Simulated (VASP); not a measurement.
# LaRe (Pm-3m) in VASP: settings compared, part 2 of 2

VASP 6.6.1.

### 3 Single point, r2SCAN

This run uses another cell than the first one, of 23.01 Å³/atom.

POSCAR reads:

```
LaRe
1.0
    3.5835543759      0.0000000000      0.0000000000
    0.0000000000      3.5835543759      0.0000000000
    0.0000000000      0.0000000000      3.5835543759
La Re
1 1
Direct
    0.0000000000      0.0000000000      0.0000000000
    0.5000000000      0.5000000000      0.5000000000
```

INCAR.step1 reads:

```
ALGO = Normal
EDIFF = 1E-4
ENCUT = 520
GGA = PE
ISMEAR = 0
LASPH = True
LCHARG = False
LREAL = False
LWAVE = True
NBANDS = 16
NELM = 80
PREC = Accurate
SIGMA = 0.05
```

INCAR.step2 reads:

```
ALGO = Normal
EDIFF = 1E-7
ENCUT = 520
ISIF = 2
ISMEAR = 0
ISTART = 1
LASPH = True
LCHARG = False
LMIXTAU = True
LREAL = False
LWAVE = False
METAGGA = R2SCAN
NBANDS = 16
NELM = 80
PREC = Accurate
SIGMA = 0.05
```

KPOINTS reads:

```
k-points
0
Gamma
  10 10 10
```

Potentials or basis: VASP PAW PBE potentials, release 64 (La, Re).

On the command line:

```console
cat potpaw_PBE.64/La/POTCAR potpaw_PBE.64/Re/POTCAR > POTCAR
cp INCAR.step1 INCAR
mpirun -np 1 vasp_std > vasp.out
cp INCAR.step2 INCAR
mpirun -np 1 vasp_std > vasp.out
```

OUTCAR:

```text
EDIFF = 1E-7
   ENCUT = 520
   ISIF = 2
   ISMEAR = 0
   ISTART = 1
   LASPH = True
   LREAL = False
   METAGGA = R2SCAN
   NELM = 80
   PREC = Accurate

 ion  position               nearest neighbor table
   1  0.000  0.000  0.000-   2 3.10   2 3.10   2 3.10   2 3.10   2 3.10   2 3.10   2 3.10   2 3.10

   2  0.500  0.500  0.500-   1 3.10   1 3.10   1 3.10   1 3.10   1 3.10   1 3.10   1 3.10   1 3.10

  LATTYP: Found a simple cubic cell.
 ALAT       =     3.5835543759

  Lattice vectors:

 A1 = (   3.5835543759,   0.0000000000,   0.0000000000)
 A2 = (   0.0000000000,   3.5835543759,   0.0000000000)
 A3 = (   0.0000000000,   0.0000000000,   3.5835543759)

Analysis of symmetry for initial positions (statically):
=====================================================================
 Subroutine PRICEL returns:
 Original cell was already a primitive cell.

 Routine SETGRP: Setting up the symmetry group for a
 simple cubic supercell.

 Subroutine GETGRP returns: Found 48 space group operations
 (whereof 48 operations were pure point group operations)
 out of a pool of 48 trial point group operations.

The static configuration has the point symmetry O_h .

[... 155 lines left out ...]
  ext. energy  EPLUGINS =         0.00000000
  ---------------------------------------------------
  free energy    TOTEN  =       -80.49079560 eV

  energy without entropy =      -80.48588520  energy(sigma->0) =      -80.48834040

 E-fermi :   8.1698     XC(G=0): -12.3097

 val. band max:        8.1593288964   @ k =   0.5000   0.3000   0.2000
 cond. band min:       8.1744091398   @ k =   0.2000   0.0000   0.0000
 fundamental gap:      0.0150802433
 Fermi energy:         8.1697857363

 k-point     1 :       0.0000    0.0000    0.0000
  band No.  band energies     occupation
      1     -24.2600      2.00000
      2      -7.1331      2.00000
      3      -7.1331      2.00000
      4      -7.1331      2.00000
      5       3.0259      2.00000
      6       5.0212      2.00000
[... 433 lines left out ...]
      3      -7.2105      2.00000
      4      -7.2066      2.00000
      5       5.0532      2.00000
      6       5.8994      2.00000
[... 8 lines left out ...]
     15      12.4301      0.00000
     16      12.4329      0.00000

 [... further k-points ...]
[... 5 lines left out ...]
  --------------------------------------------------------------------------------------
  -------------------------------------------------------------------------------------
  Total       -0.2845603     -0.2845603     -0.2845603      0.0000000      0.0000000      0.0000000
  in kB       -9.9070158     -9.9070158     -9.9070158      0.0000000      0.0000000      0.0000000
  external PRESSURE =      -9.9070158 kB  Pullay stress =       0.0000000 kB

 VOLUME and BASIS-vectors are now :
 -----------------------------------------------------------------------------
  energy-cutoff  :      520.00
  volume of cell :       46.02
      direct lattice vectors                 reciprocal lattice vectors
     3.583554376  0.000000000  0.000000000     0.279052554  0.000000000  0.000000000
     0.000000000  3.583554376  0.000000000     0.000000000  0.279052554  0.000000000
     0.000000000  0.000000000  3.583554376     0.000000000  0.000000000  0.279052554

 POSITION                                       TOTAL-FORCE (eV/Angst)
 -----------------------------------------------------------------------------------
      0.00000      0.00000      0.00000         0.000000      0.000000      0.000000
      1.79178      1.79178      1.79178         0.000000      0.000000      0.000000
 -----------------------------------------------------------------------------------
    total drift:                                0.000000      0.000000      0.000000

  FREE ENERGIE OF THE ION-ELECTRON SYSTEM (eV)
  ---------------------------------------------------
  free  energy   TOTEN  =       -80.4907956049 eV

  energy  without entropy=      -80.4858851968  energy(sigma->0) =      -80.48834040
```

OUTCAR.step1:

```text
EDIFF = 1E-4
   ENCUT = 520
   GGA = PE
   ISMEAR = 0
   LASPH = True
[... 678 lines left out ...]
 -----------------------------------------------------------------------------------
      0.00000      0.00000      0.00000         0.000000      0.000000      0.000000
      1.79178      1.79178      1.79178         0.000000      0.000000      0.000000
 -----------------------------------------------------------------------------------
    total drift:                                0.000000      0.000000      0.000000

  FREE ENERGIE OF THE ION-ELECTRON SYSTEM (eV)
  ---------------------------------------------------
  free  energy   TOTEN  =       -15.6737817830 eV

  energy  without entropy=      -15.6692947429  energy(sigma->0) =      -15.67153826
```

Run time: 86 s. Hardware: 1 thread of Intel Xeon 6975P-C (Granite Rapids), shared host; peak memory 0.22 GiB.

Results:

* Free energy: -80.4908 eV
* Pressure: -1.0 GPa
* Band gap on the k mesh: zero (bands 9 and 10 overlap by 2.28 eV)

Caveat: the PAW data sets were made with another functional, which shifts forces and pressure a little; spin-orbit coupling is left out, which moves the levels of the heavy elements.

The gap in the log of VASP goes by the Fermi energy; the results here count the filled bands.